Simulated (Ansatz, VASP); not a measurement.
## Hg: VASP beside Ansatz

File INCAR:

```
  PREC = Accurate
  ENCUT = 600
  EDIFF = 1E-6
  ISMEAR = -1
  SIGMA = 0.05
  LREAL = False
  LASPH = True
  NELM = 60
  ALGO = Normal
  ISIF = 3
  LWAVE = False
  LCHARG = False
  GGA = PE
  IBRION = 2
  NSW = 80
  EDIFFG = -0.005
```

The input KPOINTS:

```
Automatic mesh
0
Gamma
  7 7 4
```

The input POSCAR:

```
Hg
1.0
    3.4618096384      0.0000000000      0.0000000000
   -1.7309048192      2.9980150899      0.0000000000
    0.0000000000      0.0000000000      5.4875482800
Hg
2
Direct
    0.3333333333      0.6666666667      0.2500000000
    0.6666666667      0.3333333333      0.7500000000
```

Contents of input.yaml:

```yaml
crystal:
  lattice:
    - [3.4618096384, 0.0, 0.0]
    - [-1.7309048192, 2.9980150899, 0.0]
    - [0.0, 0.0, 5.48754828]
  atoms:
    - { symbol: Hg, position: [0.3333333333, 0.6666666667, 0.25] }
    - { symbol: Hg, position: [0.6666666667, 0.3333333333, 0.75] }
kpoints:
  mp_grid: { grid: [7, 7, 4] }
scf:
  occupations: { method: fermi_dirac, width: 0.05 }
hamiltonian:
  xc: pbe
  pseudopotentials: { kind: all_electron, lapw: { basis_error: 0.001 } }
output:
  forces: true
  stress: true
relax:
  f_tol: 0.005
  max_steps: 60
  cell: {}
```

Alike in both runs: task relaxation of cell and atoms; functional PBE; k mesh 7 × 7 × 4; occupations fermi-dirac, width 0.05 eV; no spin polarisation.

|  | VASP | Ansatz |
| --- | --- | --- |
| version | VASP 6.6.1 | Ansatz 0.2.0 |
| potentials or method | VASP PAW PBE potentials, release 64 (Hg), cutoff 600 eV | all-electron LAPW, scalar-relativistic |

|  | VASP | Ansatz | Ansatz less VASP |
| --- | --- | --- | --- |
| relaxed volume (Å³/atom) | 31.82 | 31.57 | -0.256 |
| relaxed cell length with the largest relative difference (Å) | 3.579 | 3.568 | -0.0113 |

Ansatz ran all-electron here, and VASP with PAW potentials.

Spin-orbit coupling is off throughout. Noted on Ansatz's run: the k mesh is thin for a metal, which can move the energy by tens of meV per atom.
